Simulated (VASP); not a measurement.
# GaN (F-43m) in VASP: further runs, part 2 of 2

VASP 6.6.1. The steps go on from the part before.

## (6) Single point, PBE

File INCAR:

```
PREC     = Accurate       # precision mode
ENCUT    = 520            # plane-wave cutoff, eV
EDIFF    = 1E-6           # SCF threshold, eV
ISMEAR   = 0              # smearing method
SIGMA    = 0.01           # smearing width, eV
LREAL    = False          # projectors in reciprocal space
LASPH    = True           # aspherical terms in the spheres
NELM     = 100            # most SCF steps
ALGO     = Normal         # electronic algorithm
ISIF     = 2              # what is computed and relaxed
LWAVE    = False          # write WAVECAR
LCHARG   = False          # write CHGCAR
GGA      = PE             # functional
NBANDS   = 16             # bands
```

File KPOINTS:

```
Automatic mesh
0
Gamma
  6 6 6
```

File POSCAR:

```
GaN
1.0
    0.0000000000      2.2489525415      2.2489525415
    2.2489525415      0.0000000000      2.2489525415
    2.2489525415      2.2489525415      0.0000000000
Ga N
1 1
Direct
    0.0000000000      0.0000000000      0.0000000000
    0.2500000000      0.2500000000      0.2500000000
```

Potentials or basis: VASP PAW PBE potentials, release 64 (Ga_d, N).

Started as:

```
$ cat potpaw_PBE.64/Ga_d/POTCAR potpaw_PBE.64/N/POTCAR > POTCAR
$ mpirun -np 1 vasp_std > vasp.out
```

OUTCAR:

```text
PREC = Accurate
   ENCUT = 520
   EDIFF = 1E-6
   ISMEAR = 0
   LREAL = False
   LASPH = True
   NELM = 100
   ISIF = 2
   GGA = PE

 ion  position               nearest neighbor table
   1  0.000  0.000  0.000-   2 1.95   2 1.95   2 1.95   2 1.95
   2  0.250  0.250  0.250-   1 1.95   1 1.95   1 1.95   1 1.95

  LATTYP: Found a face centered cubic cell.
 ALAT       =     4.4979050830

  Lattice vectors:

 A1 = (   0.0000000000,   2.2489525415,   2.2489525415)
 A2 = (   2.2489525415,   0.0000000000,   2.2489525415)
 A3 = (   2.2489525415,   2.2489525415,   0.0000000000)

Analysis of symmetry for initial positions (statically):
=====================================================================
 Subroutine PRICEL returns:
 Original cell was already a primitive cell.

 Routine SETGRP: Setting up the symmetry group for a
 face centered cubic supercell.

 Subroutine GETGRP returns: Found 24 space group operations
 (whereof 24 operations were pure point group operations)
 out of a pool of 48 trial point group operations.

The static configuration has the point symmetry T_d .

[... 149 lines left out ...]
  energy without entropy =      -12.13378242  energy(sigma->0) =      -12.13378242

 E-fermi :   5.4067     XC(G=0): -11.6982

 val. band max:        5.3522818628   @ k =   0.0000   0.0000   0.0000
 cond. band min:       7.1138501687   @ k =   0.0000   0.0000   0.0000
 fundamental gap:      1.7615683060
 Fermi energy:         5.4067038935

 k-point     1 :       0.0000    0.0000    0.0000
  band No.  band energies     occupation
      1     -10.6346      2.00000
      2      -8.0992      2.00000
      3      -8.0992      2.00000
      4      -8.0992      2.00000
      5      -7.7735      2.00000
      6      -7.7735      2.00000
[... 281 lines left out ...]
      3      -7.8918      2.00000
      4      -7.7820      2.00000
      5      -7.7332      2.00000
      6      -5.8836      2.00000
[... 8 lines left out ...]
     15      26.0798      0.00000
     16      28.4746      0.00000

------------------------ aborting loop because EDIFF is reached ----------------------------------------

  FORCE on cell =-STRESS in cart. coord.  units (eV):
  Direction    XX          YY          ZZ          XY          YZ          ZX
  --------------------------------------------------------------------------------------
  -------------------------------------------------------------------------------------
  Total        0.8853160      0.8853160      0.8853160      0.0000000     -0.0000000     -0.0000000
  in kB       62.3502246     62.3502246     62.3502246      0.0000000     -0.0000000     -0.0000000
  external PRESSURE =      62.3502246 kB  Pullay stress =       0.0000000 kB

 VOLUME and BASIS-vectors are now :
 -----------------------------------------------------------------------------
  energy-cutoff  :      520.00
  volume of cell :       22.75
      direct lattice vectors                 reciprocal lattice vectors
     0.000000000  2.248952542  2.248952542    -0.222325723  0.222325723  0.222325723
     2.248952542  0.000000000  2.248952542     0.222325723 -0.222325723  0.222325723
     2.248952542  2.248952542  0.000000000     0.222325723  0.222325723 -0.222325723

 POSITION                                       TOTAL-FORCE (eV/Angst)
 -----------------------------------------------------------------------------------
      0.00000      0.00000      0.00000         0.000000      0.000000     -0.000000
      1.12448      1.12448      1.12448        -0.000000     -0.000000      0.000000
 -----------------------------------------------------------------------------------
    total drift:                                0.000002      0.000002      0.000002

  FREE ENERGIE OF THE ION-ELECTRON SYSTEM (eV)
  ---------------------------------------------------
  free  energy   TOTEN  =       -12.1337824221 eV

  energy  without entropy=      -12.1337824221  energy(sigma->0) =      -12.13378242
```

OSZICAR:

```text
N       E                     dE             d eps       ncg     rms          rms(c)
DAV:   1     0.809147491772E+02    0.80915E+02   -0.91759E+03   584   0.199E+03
DAV:   2    -0.811911927906E+01   -0.89034E+02   -0.82602E+02   560   0.330E+02
DAV:   3    -0.140821136688E+02   -0.59630E+01   -0.59402E+01   624   0.718E+01
DAV:   4    -0.141471479609E+02   -0.65034E-01   -0.65026E-01   624   0.801E+00
DAV:   5    -0.141479162332E+02   -0.76827E-03   -0.76827E-03   600   0.813E-01    0.774E+00
DAV:   6    -0.121326258347E+02    0.20153E+01   -0.49323E+00   768   0.399E+01    0.268E+00
DAV:   7    -0.121412949590E+02   -0.86691E-02   -0.31860E-01   560   0.652E+00    0.177E+00
DAV:   8    -0.121374669140E+02    0.38280E-02   -0.55274E-02   616   0.323E+00    0.766E-01
DAV:   9    -0.121335298786E+02    0.39370E-02   -0.13820E-02   768   0.272E+00    0.195E-01
DAV:  10    -0.121338731013E+02   -0.34322E-03   -0.15045E-03   592   0.549E-01    0.934E-02
DAV:  11    -0.121337775581E+02    0.95543E-04   -0.27570E-04   736   0.250E-01    0.933E-03
DAV:  12    -0.121337826987E+02   -0.51406E-05   -0.29869E-05   600   0.509E-02    0.112E-02
DAV:  13    -0.121337824221E+02    0.27660E-06   -0.62074E-07   408   0.142E-02
   1 F= -.12133782E+02 E0= -.12133782E+02  d E =-.107461E-16
```

stdout:

```text
POSCAR found type information on POSCAR GaN
 POSCAR found :  2 types and       2 ions
 scaLAPACK will be used
 LDA part: xc-table for (Slater+PW92), standard interpolation
 POSCAR, INCAR and KPOINTS ok, starting setup
 FFT: planning ... GRIDC
 FFT: planning ... GRID_SOFT
 FFT: planning ... GRID
 WAVECAR not read
 entering main loop
```

Wall time 5.2 s (1 thread of Intel Xeon Platinum 8559C (Emerald Rapids), shared host); peak memory 0.13 GiB.

What came out:

| Quantity | Value |
| --- | --- |
| Free energy | -12.1338 eV |
| Pressure | 6.2 GPa |
| Band gap on the k mesh | 1.76 eV, direct |

## (7) Overview

```csv
k mesh,smearing,gap on the mesh (eV),pressure (GPa)
4 × 4 × 4,gaussian 0.01 eV,1.74,6.2
6 × 6 × 6,gaussian 0.01 eV,1.76,6.2
6 × 6 × 6,fermi-dirac 0.001 eV,1.76,6.2
6 × 6 × 6,methfessel-paxton 0.05 eV,1.76,6.2
```

Alike in all rows: task single point; level PBE; potentials or basis VASP PAW PBE potentials, release 64 (Ga_d, N); no spin polarisation; cell as given; cutoff (eV) 520.

Caveats: some runs use coarse meshes.

Absolute energies hang on the potentials; compare differences alone.
